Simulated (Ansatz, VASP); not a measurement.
## MgO: VASP beside Ansatz

The input INCAR:

```
SYSTEM = MgO
  PREC = Accurate
  ENCUT = 600
  EDIFF = 1E-6
  ISMEAR = -1
  SIGMA = 0.03
  LREAL = .False.
  LASPH = .True.
  NELM = 120
  ALGO = Normal
  ISIF = 2
  LWAVE = .False.
  LCHARG = .False.
  GGA = PE
  NBANDS = 11
  GGA_COMPAT = .False.
```

File KPOINTS:

```
regular mesh
0
Gamma
  8 8 8
  0 0 0
```

The input POSCAR:

```
MgO
1.0
    0.0000000000      2.1052100000      2.1052100000
    2.1052100000      0.0000000000      2.1052100000
    2.1052100000      2.1052100000      0.0000000000
Mg O
1 1
Direct
    0.0000000000      0.0000000000      0.0000000000
    0.5000000000      0.5000000000      0.5000000000
```

Input for Ansatz:

```yaml
crystal:
  lattice:
    - [0.0, 2.10521, 2.10521]
    - [2.10521, 0.0, 2.10521]
    - [2.10521, 2.10521, 0.0]
  atoms:
    - { symbol: Mg, position: [0.0, 0.0, 0.0] }
    - { symbol: O, position: [0.5, 0.5, 0.5] }
hamiltonian:
  xc: pbe
  pseudopotentials: { kind: paw }
basis:
  ecutwfc: 420
kpoints:
  mp_grid: { grid: [8, 8, 8] }
scf:
  occupations: { method: fermi_dirac, width: 0.03 }
  lower_state_search: "off"
  algorithm: density_mixing
  max_iter: 50
  mixing: { algorithm: broyden, ndim: 8, beta: 0.1, preconditioner: none }
output:
  forces: true
  stress: true
```

Alike in both runs: task single point; functional PBE; k mesh 8 × 8 × 8; occupations fermi-dirac, width 0.03 eV; no spin polarisation.

|  | VASP | Ansatz |
| --- | --- | --- |
| version | VASP 6.6.1 | Ansatz 0.2.0 |
| potentials or method | VASP PAW PBE potentials, release 64 (Mg, O), cutoff 600 eV | PAW, plane waves, scalar-relativistic |
| valence electrons in the cell | 8 | 16 |

Ansatz gave:

- pressure (GPa): 4.9

**Question.** Which values does VASP return?

**Answer.** Pressure (GPa): 3.9.

With one functional, cell and mesh, what is left measures potentials, basis and numerics. VASP's potentials hold 8 valence electrons a cell and Ansatz's 16, so a difference there can come from the potentials and not from the codes.
